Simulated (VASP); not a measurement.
Set up this calculation in VASP 6.6.1, as the native input.

| Property | Result |
| --- | --- |
| Task | relaxation of cell and atoms |
| Functional | PBE |
| Potentials or basis | VASP PAW PBE potentials, release 64 (Si, C) |
| Cutoff | 600 eV |
| k mesh | 8 × 8 × 8 |
| Occupations | gaussian, width 0.01 eV |
| Spin | no spin polarisation |
| Target pressure | 4 GPa |
| Dipole correction | no |
| Further INCAR settings | ALGO = Normal; EDIFF = 1e-06; IBRION = 2; EDIFFG = -0.02; NSW = 80; ISIF = 3 |

The structure of SiC (Moissanite 3C) lies in POSCAR:

```
SiC
1.0
    0.0000000000      2.1790000000      2.1790000000
    2.1790000000      0.0000000000      2.1790000000
    2.1790000000      2.1790000000      0.0000000000
Si C
1 1
Direct
    0.0000000000      0.0000000000      0.0000000000
    0.2500000000      0.2500000000      0.2500000000
```

The input as run:

INCAR

```
PREC = Accurate
ENCUT = 600
EDIFF = 1E-6
ISMEAR = 0
SIGMA = 0.01
LREAL = F
LASPH = T
NELM = 80
ALGO = Normal
ISIF = 3
LWAVE = F
LCHARG = F
GGA = PE
IBRION = 2
NSW = 80
EDIFFG = -0.02
PSTRESS = 40.0
```

KPOINTS

```
Automatic mesh
0
Gamma
  8 8 8
```

Potentials or basis: VASP PAW PBE potentials, release 64 (Si, C).

Command:

```sh
$ cat potpaw_PBE.64/Si/POTCAR potpaw_PBE.64/C/POTCAR > POTCAR
$ mpirun -np 1 vasp_std > vasp.out
```

Results of the run:

```yaml
Relaxed_volume: 10.30 Å³/atom
Relaxed_cell: a = 3.077 Å, b = 3.077 Å, c = 3.077 Å, α = 60.00°, β = 60.00°, γ = 60.00°
Space_group_after_relaxing_to_0.05_Å: F-43m (No. 216)
Energy_change_on_relaxing_the_enthalpy_is_what_falls: +0.9 meV/atom
Ionic_steps: 3
Pressure_after_relaxing: 4.0 GPa
Band_gap_on_the_k_mesh: 1.35 eV, indirect (least direct gap 4.55 eV)
```

Caveat: the cell is relaxed towards a set pressure, so the enthalpy falls and the energy may rise.

It took 16 s on 1 thread of AMD EPYC 7R43 64-Core Processor (Zen 3) (shared host), peak memory 0.12 GiB.
